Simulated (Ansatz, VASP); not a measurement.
HfO2 in VASP and in Ansatz

```
Hf O
1.0
     0.00000    2.55750    2.55750
     2.55750    0.00000    2.55750
     2.55750    2.55750    0.00000
Hf O
1 2
Cartesian
  0.0000 0.0000 0.0000
  1.3221 1.3221 1.3221
  3.7929 3.7929 3.7929
```

Change from the starting cell: mode 7 (564.8 1/cm) frozen in, largest displacement +0.075 Å.

Alike in both runs: task single point; functional r2SCAN; k mesh 8 × 8 × 8; occupations gaussian, width 0.05 eV; no spin polarisation.

```csv
,VASP,Ansatz
version,VASP 6.6.1,Ansatz 0.2.0
potentials or method,"VASP PAW PBE potentials, release 64 (Hf_pv, O), cutoff 520 eV","scalar-relativistic, plane waves, PAW"
valence electrons in the cell,22,38
```

|  | VASP | Ansatz | Ansatz less VASP |
| --- | --- | --- | --- |
| gap on the k mesh at the Fermi level (eV) | 4.25 | 4.24 | -0.007 |
| least direct gap on the mesh (eV) | 4.25 | 4.24 | -0.007 |
| pressure (GPa) | -10.9 | -7.3 | +3.60 |
| traceless stress, the component that is largest in VASP (GPa) | -2.07 | -2.38 | -0.305 |
| rms of the force components (eV/Å) | 0.593 | 0.606 | +0.0123 |

VASP's potentials were made for PBE, not for r2SCAN. Atom by atom the forces differ by 0.012 eV/Å (rms over components). VASP's potentials hold 22 valence electrons a cell and Ansatz's 38, so a difference there can come from the potentials and not from the codes.

Spin-orbit coupling is off throughout.
